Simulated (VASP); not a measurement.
Wanted: the native input for a VASP 6.6.1 run.

- Task: single point
- Functional: PBE
- Potentials or basis: VASP PAW PBE potentials, release 64 (Hf_pv, B)
- Cutoff: 520 eV
- k mesh: 12 × 12 × 12
- Occupations: gaussian, width 0.1 eV
- Spin: no spin polarisation
- Dipole correction: no
- Further INCAR settings: ALGO = Fast; EDIFF = 1e-06; NBANDS = 24

The structure of Hf3B lies in POSCAR:

```
Hf3B
1.0
    4.1268899016      0.0000000000      0.0000000000
    0.0000000000      4.1268899016      0.0000000000
    0.0000000000      0.0000000000      4.1268899016
Hf B
3 1
Direct
    0.0000000000      0.5000000000      0.5000000000
    0.5000000000      0.0000000000      0.5000000000
    0.5000000000      0.5000000000      0.0000000000
    0.0000000000      0.0000000000      0.0000000000
```

One way to write it, as run:

INCAR

```
PREC     = Accurate       # precision mode
ENCUT    = 520            # plane-wave cutoff, eV
EDIFF    = 1E-6           # SCF threshold, eV
ISMEAR   = 0              # smearing method
SIGMA    = 0.1            # smearing width, eV
LREAL    = F              # projectors in reciprocal space
LASPH    = T              # aspherical terms in the spheres
NELM     = 100            # most SCF steps
ALGO     = Fast           # electronic algorithm
ISIF     = 2              # what is computed and relaxed
LWAVE    = F              # write WAVECAR
LCHARG   = T              # write CHGCAR
GGA      = PE             # functional
LELF     = T              # ELF
LVHAR    = T            
NBANDS   = 24             # bands
```

KPOINTS

```
Automatic mesh
0
Gamma
  12 12 12
```

Potentials or basis: VASP PAW PBE potentials, release 64 (Hf_pv, B).

Command:

```console
$ cat potpaw_PBE.64/Hf_pv/POTCAR potpaw_PBE.64/B/POTCAR > POTCAR
$ mpirun -np 1 vasp_std > vasp.out
```

It gave:

The pressure is -0.5 GPa.

Run time: 71 s on 1 thread of Intel(R) Xeon(R) Platinum 8488C (Sapphire Rapids) (shared host), peak memory 0.26 GiB.
